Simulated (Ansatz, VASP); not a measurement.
# One calculation of ZrB2, two programs

The input INCAR:

```
SYSTEM = ZrB2
PREC     = Accurate       ! precision mode
ENCUT    = 520            ! plane-wave cutoff, eV
EDIFF    = 1E-6           ! SCF threshold, eV
ISMEAR   = -1             ! smearing method
SIGMA    = 0.03           ! smearing width, eV
LREAL    = .FALSE.        ! projectors in reciprocal space
LASPH    = .TRUE.         ! aspherical terms in the spheres
NELM     = 100            ! most SCF steps
ALGO     = Normal         ! electronic algorithm
ISIF     = 2              ! what is computed and relaxed
LWAVE    = .FALSE.        ! write WAVECAR
LCHARG   = .FALSE.        ! write CHGCAR
GGA      = CA             ! functional
NBANDS   = 16             ! bands
```

File KPOINTS:

```
Automatic mesh
0
G
  13 13 10
  0 0 0
```

The input POSCAR:

```
ZrB2
1.0
    3.1003898632      0.0000000000      0.0000000000
   -1.5501949316      2.6850163832      0.0000000000
    0.0000000000      0.0000000000      3.4481431027
Zr B
1 2
Direct
    0.0000000000      0.0000000000      0.0000000000
    0.3333333333      0.6666666667      0.5000000000
    0.6666666667      0.3333333333      0.5000000000
```

Input for Ansatz:

```yaml
crystal:
  lattice:
    - [3.1003898632, 0.0, 0.0]
    - [-1.5501949316, 2.6850163832, 0.0]
    - [0.0, 0.0, 3.4481431027]
  atoms:
    - { symbol: Zr, position: [0.0, 0.0, 0.0] }
    - { symbol: B, position: [0.3333333333, 0.6666666667, 0.5] }
    - { symbol: B, position: [0.6666666667, 0.3333333333, 0.5] }
kpoints:
  mp_grid: { grid: [13, 13, 10] }
  band_path:
    path:
      - [0.0, 0.0, 0.0]
      - [0.5, 0.0, 0.0]
      - [0.3333333333, 0.3333333333, 0.0]
      - [0.0, 0.0, 0.0]
      - [0.0, 0.0, 0.5]
      - [0.5, 0.0, 0.5]
      - [0.3333333333, 0.3333333333, 0.5]
      - [0.0, 0.0, 0.5]
      - [0.5, 0.0, 0.5]
    npoints: 5
scf:
  occupations: { method: fermi_dirac, width: 0.03 }
hamiltonian:
  xc: lda
  pseudopotentials: { kind: all_electron, lapw: { basis_error: 0.001 } }
output:
  forces: true
  stress: true
  eigenvalues: true
```

Change from the starting cell: volume scaled by 0.94.

Alike in both runs: task single point; functional LDA; k mesh 13 × 13 × 10; occupations fermi-dirac, width 0.03 eV; no spin polarisation.

|  | VASP | Ansatz |
| --- | --- | --- |
| version | VASP 6.6.1 | Ansatz 0.2.0 |
| potentials or method | VASP PAW LDA potentials, release 64 (Zr_sv, B), cutoff 520 eV | all-electron LAPW, scalar-relativistic |

```csv
,VASP,Ansatz,Ansatz less VASP
pressure (GPa),9.6,9.0,-0.56
"traceless stress, the component that is largest in VASP (GPa)",0.16,0.15,-0.007
```

LDA's correlation is that of Perdew and Zunger in VASP and of Perdew and Wang (1992) in Ansatz. Ansatz ran all-electron here, and VASP with PAW potentials.
